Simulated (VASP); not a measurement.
# Ti8HO16 (a cell with a defect) in VASP: further runs, part 2 of 2

VASP 6.6.1. Earlier steps stand in the parts before.

### Step 3. Single point, LDA

File INCAR:

```
SYSTEM = Ti8HO16
PREC = Accurate
ENCUT = 520
EDIFF = 1E-6
ISMEAR = 0
SIGMA = 0.02
LREAL = Auto
LASPH = .True.
NELM = 60
ALGO = Normal
ISIF = 2
LWAVE = .False.
LCHARG = .False.
NELECT = 192.0
NBANDS = 114
```

File KPOINTS:

```
Automatic mesh
0
Gamma
  3 3 3
  0 0 0
```

File POSCAR:

```
Ti8HO16
1.0
   -4.5481520261      4.5481520261      0.0000000000
    4.5481520261      4.5481520261      0.0000000000
    0.0000000000     -4.5481520261     -5.8342651417
Ti O H
8 16 1
Direct
    0.2314819919      0.7326824766      0.4849335660
    1.0133739092      0.5011627987      0.9967760907
    0.7663917798      0.2543649199      0.5032374993
    0.4963218093     -0.0022514545      1.0150731679
    0.6252560232      0.6186260777      0.2502354563
    0.3995187175      0.3974504049      0.7499933400
    0.1247441193      0.1184127566      0.2497848426
    0.8526458635      0.8721999592      0.7500109943
    0.1146424509      0.8210234121      0.2495856744
    0.8622697427      0.5710373933      0.7500065379
    0.6150456449      0.3214259522      0.2504241690
    0.3313585283      0.0841295452      0.7499799707
    0.6981098973      0.4931044369      0.0016360244
    0.4464365385      0.2414834071      0.4983352538
    0.1904924517     -0.0087403344     -0.0015148437
    0.9420580593      0.7427872357      0.5015479977
    0.5461986444      0.7617771902      0.5001963279
    0.3055197306      0.5135494962      0.9989950505
    0.0565071327      0.2645588853      0.5010204249
    0.7959627523      0.0116013282      0.9997929231
    0.1274822160      0.4274840612      0.2461494233
    0.8974884697      0.1771752565      0.7499876837
    0.6313053996      0.9313217561      0.2538681332
    0.3833518983      0.6880024448      0.7500176790
    0.1766067017      0.1059193108      0.7499050684
```

Potentials or basis: VASP PAW LDA potentials, release 64 (Ti_sv, O, H).

The run is started by

```bash
cat potpaw_LDA.64/Ti_sv/POTCAR potpaw_LDA.64/O/POTCAR potpaw_LDA.64/H/POTCAR > POTCAR
mpirun -np 1 vasp_std > vasp.out
```

OUTCAR:

```text
SYSTEM = Ti8HO16
   PREC = Accurate
   ENCUT = 520
   EDIFF = 1E-6
   ISMEAR = 0
   LREAL = Auto
   LASPH = .True.
   NELM = 60
   ISIF = 2
   NELECT = 192.0

 ion  position               nearest neighbor table
   1  0.231  0.733  0.485-  21 1.84   9 1.91  16 1.92  24 1.93  17 1.98  12 2.10   2 2.85
   2  0.013  0.501  0.997-  18 1.87  10 1.91  22 1.93  21 1.94   9 1.94  13 2.04   1 2.85   3 2.88

   3  0.766  0.254  0.503-  19 1.87  10 1.91  22 1.93  23 1.94  11 1.94  14 2.04   4 2.85   2 2.88

   4  0.496  0.998  0.015-  23 1.84  11 1.91  15 1.92  24 1.93  20 1.98  12 2.10   3 2.85
   5  0.625  0.619  0.250-  11 1.91  16 1.91  13 1.93  18 1.93  17 1.97  23 2.00   8 2.92
   6  0.400  0.397  0.750-  14 1.85  13 1.85  24 1.87  19 2.02  18 2.02  12 2.06
   7  0.125  0.118  0.250-   9 1.91  15 1.91  14 1.93  19 1.93  20 1.96  21 2.00   8 2.92
   8  0.853  0.872  0.750-  20 1.87  17 1.87  10 1.94  22 1.98  15 2.00  16 2.00   7 2.92   5 2.92

   9  0.115  0.821  0.250-   1 1.91   7 1.91   2 1.94
  10  0.862  0.571  0.750-   3 1.91   2 1.91   8 1.94
  11  0.615  0.321  0.250-   4 1.91   5 1.91   3 1.94
  12  0.331  0.084  0.750-  25 1.00   6 2.06   1 2.10   4 2.10
  13  0.698  0.493  0.002-   6 1.85   5 1.93   2 2.04
  14  0.446  0.241  0.498-   6 1.85   7 1.93   3 2.04
  15  0.190  0.991  0.998-   7 1.91   4 1.92   8 2.00
  16  0.942  0.743  0.502-   5 1.91   1 1.92   8 2.00
  17  0.546  0.762  0.500-   8 1.87   5 1.97   1 1.98
  18  0.306  0.514  0.999-   2 1.87   5 1.93   6 2.02
  19  0.057  0.265  0.501-   3 1.87   7 1.93   6 2.02
  20  0.796  0.012  1.000-   8 1.87   7 1.96   4 1.98
  21  0.127  0.427  0.246-   1 1.84   2 1.94   7 2.00
  22  0.897  0.177  0.750-   3 1.93   2 1.93   8 1.98
  23  0.631  0.931  0.254-   4 1.84   3 1.94   5 2.00
  24  0.383  0.688  0.750-   6 1.87   4 1.93   1 1.93
  25  0.177  0.106  0.750-  12 1.00

  LATTYP: Found a body centered tetragonal cell.
 ALAT       =     6.4320582790
 C/A-ratio  =     1.8141207335

  Lattice vectors:

 A1 = (  -4.5481520261,   0.0000000000,   5.8342651417)
 A2 = (   4.5481520261,   0.0000000000,   5.8342651417)
 A3 = (   0.0000000000,   4.5481520261,  -5.8342651417)

Analysis of symmetry for initial positions (statically):
[... 186 lines left out ...]
   LHFCALC =     F    Hartree Fock is set to
   AEXX    =    0.0000 exact exchange contribution
   IVDW    =     0    specifies the selected vdW correction
   LEPSILON=     F    determine dielectric tensor
   LRPA    =     F    only Hartree local field effects (RPA)
 non-spin polarized calculation
 Gauss-broadening in eV      SIGMA  =   0.02
  energy-cutoff  :      520.00
  volume of cell :      241.37
 maximum number of plane-waves:      6515
   NGX = 23   NGY = 23   NGZ = 27

 number of electron     192.0000015 magnetization

 Free energy of the ion-electron system (eV)
  ---------------------------------------------------
  ext. energy  EPLUGINS =         0.00000000
  ---------------------------------------------------
  free energy    TOTEN  =      -245.50727931 eV

  energy without entropy =     -245.50727931  energy(sigma->0) =     -245.50727931

 E-fermi :   4.9063     XC(G=0): -12.1760

 val. band max:        4.8158464831   @ k =   0.0000   0.0000   0.0000
 cond. band min:       6.8792973281   @ k =   0.0000   0.0000   0.0000
 fundamental gap:      2.0634508450
 Fermi energy:         4.9063033332

 k-point     1 :       0.0000    0.0000    0.0000
  band No.  band energies     occupation
      1     -51.0666      2.00000
      2     -51.0499      2.00000
      3     -51.0472      2.00000
      4     -51.0421      2.00000
      5     -51.0162      2.00000
      6     -50.9891      2.00000
[... 1543 lines left out ...]
    107       8.0104      0.00000
    108       8.0801      0.00000
 [bands above 108 left out]

------------------------ aborting loop because EDIFF is reached ----------------------------------------

  FORCE on cell =-STRESS in cart. coord.  units (eV):
  Direction    XX          YY          ZZ          XY          YZ          ZX
  --------------------------------------------------------------------------------------
  -------------------------------------------------------------------------------------
  Total       -9.9948838     -4.9067181     -3.4773369      3.0077133     -0.0202926     -0.0037852
  in kB      -66.3440878    -32.5698368    -23.0818840     19.9646141     -0.1346984     -0.0251253
  external PRESSURE =     -40.6652695 kB  Pullay stress =       0.0000000 kB

 VOLUME and BASIS-vectors are now :
 -----------------------------------------------------------------------------
  energy-cutoff  :      520.00
  volume of cell :      241.37
      direct lattice vectors                 reciprocal lattice vectors
    -4.548152026  4.548152026  0.000000000    -0.109934760  0.109934760 -0.085700596
     4.548152026  4.548152026  0.000000000     0.109934760  0.109934760 -0.085700596
     0.000000000 -4.548152026 -5.834265142     0.000000000  0.000000000 -0.171401192

 POSITION                                       TOTAL-FORCE (eV/Angst)
 -----------------------------------------------------------------------------------
      2.27954      2.17962     -2.82923         0.019402      0.058735     -0.095069
      2.21854     -2.19330     -5.81546         0.027432     -0.053470     -0.003349
     -2.32878      2.35376     -2.93602         0.036571     -0.046568     -0.003327
      2.28057      6.72670     -0.08794         0.014908      0.070017      0.095370
     -0.03015      4.51926     -1.45994         0.034079      0.013980      0.000739
     -0.00941      0.21365     -4.37566         0.009301     -0.100468      0.004793
[... 17 lines left out ...]
      1.38560      1.46149     -4.37580         0.017190      0.020459      0.001635
     -0.32150     -2.12571     -4.37515         0.133820     -0.090093      0.000559
 -----------------------------------------------------------------------------------
    total drift:                               -0.044957      0.010970     -0.009623

  FREE ENERGIE OF THE ION-ELECTRON SYSTEM (eV)
  ---------------------------------------------------
  free  energy   TOTEN  =      -245.5072793116 eV

  energy  without entropy=     -245.5072793116  energy(sigma->0) =     -245.50727931
```

OSZICAR:

```text
N       E                     dE             d eps       ncg     rms          rms(c)
DAV:   1     0.321566210379E+04    0.32157E+04   -0.93648E+04  3192   0.202E+03
DAV:   2     0.431507272551E+03   -0.27842E+04   -0.26661E+04  3192   0.643E+02
DAV:   3    -0.247746457447E+03   -0.67925E+03   -0.65357E+03  3832   0.270E+02
DAV:   4    -0.307235285718E+03   -0.59489E+02   -0.59262E+02  4424   0.878E+01
[... 10 lines left out ...]
DAV:  15    -0.245507289490E+03    0.74752E-04   -0.36581E-04  4288   0.106E-01    0.364E-02
DAV:  16    -0.245507285586E+03    0.39045E-05   -0.29821E-04  3790   0.639E-02    0.254E-02
DAV:  17    -0.245507279765E+03    0.58205E-05   -0.55332E-05  4168   0.333E-02    0.836E-03
DAV:  18    -0.245507279474E+03    0.29156E-06   -0.13988E-05  3636   0.139E-02    0.442E-03
DAV:  19    -0.245507279312E+03    0.16205E-06   -0.34475E-06  2632   0.868E-03
   1 F= -.24550728E+03 E0= -.24550728E+03  d E =-.545906E-12
```

Run time: 8.7 min. Hardware: 1 thread of Intel Xeon Platinum 8488C (Sapphire Rapids), shared host; peak memory 0.41 GiB.

Results:

| Item | Value |
| --- | --- |
| Free energy | -245.5073 eV |
| Largest force | 0.161 eV/Å |

Forces in eV/Å, atoms in the order of the input:
```
Ti   0.019  0.059 -0.095
Ti   0.027 -0.053 -0.003
Ti   0.037 -0.047 -0.003
Ti   0.015  0.070  0.095
Ti   0.034  0.014  0.001
Ti   0.009 -0.100  0.005
Ti   0.035  0.013 -0.005
Ti  -0.027  0.048 -0.001
O    0.027  0.013  0.002
O    0.038  0.026 -0.002
O    0.027  0.013 -0.001
O   -0.100  0.068  0.000
O   -0.074  0.058 -0.051
O   -0.074  0.060  0.052
O   -0.009  0.006  0.028
O   -0.012  0.005 -0.025
O    0.044 -0.034  0.036
O   -0.011  0.015  0.018
O   -0.009  0.016 -0.018
O    0.045 -0.034 -0.035
O   -0.073 -0.062  0.052
O   -0.046 -0.024 -0.001
O   -0.075 -0.061 -0.050
O    0.017  0.020  0.002
H    0.134 -0.090  0.001
```

Caveat: the cell carries a net charge on a neutralising background, which shifts energy and pressure; the cell is charged against a uniform background, so pressure and absolute levels hang on convention.
